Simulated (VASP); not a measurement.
Here is a VASP 6.6.1 calculation.

POSCAR

```
KCl
1.0
    3.5550803456      0.0000000000      0.0000000000
    0.0000000000      3.5550803456      0.0000000000
    0.0000000000      0.0000000000      3.7711682885
K Cl
1 1
Direct
    0.0000000000      0.0000000000      0.0000000000
    0.5000000000      0.5000000000      0.5000000000
```

The input INCAR.step1:

```
SYSTEM = KCl
  PREC = Accurate
  ENCUT = 520
  ISMEAR = 0
  SIGMA = 0.01
  LREAL = .False.
  LASPH = .True.
  NELM = 80
  NBANDS = 15
  GGA = PE
  ALGO = Normal
  EDIFF = 1E-4
  LWAVE = .True.
  LCHARG = .False.
```

Contents of INCAR.step2:

```
SYSTEM = KCl
  PREC = Accurate
  ENCUT = 520
  EDIFF = 1E-6
  ISMEAR = 0
  SIGMA = 0.01
  LREAL = .False.
  LASPH = .True.
  NELM = 80
  ALGO = Normal
  ISIF = 2
  LWAVE = .False.
  LCHARG = .True.
  METAGGA = R2SCAN
  LMIXTAU = .True.
  LELF = .True.
  LVHAR = .True.
  NBANDS = 15
  ISTART = 1
```

File KPOINTS:

```
Automatic mesh
0
Gamma
  8 8 8
  0 0 0
```

Potentials or basis: VASP PAW PBE potentials, release 64 (K_sv, Cl).

The run is started by

```sh
$ cat potpaw_PBE.64/K_sv/POTCAR potpaw_PBE.64/Cl/POTCAR > POTCAR
$ cp INCAR.step1 INCAR
$ mpirun -np 1 vasp_std > vasp.out
$ cp INCAR.step2 INCAR
$ mpirun -np 1 vasp_std > vasp.out
```

(1) Estimate the band gap on the k mesh.

(2) What does it give for the pressure?

Answers

(1) 6.17 eV, indirect (least direct gap 6.39 eV).

(2) 3.6 GPa.

Caveat: the cell differs from its parent crystal (biaxial xy strain -5.7%); the PAW data sets were made with another functional, which shifts forces and pressure a little.
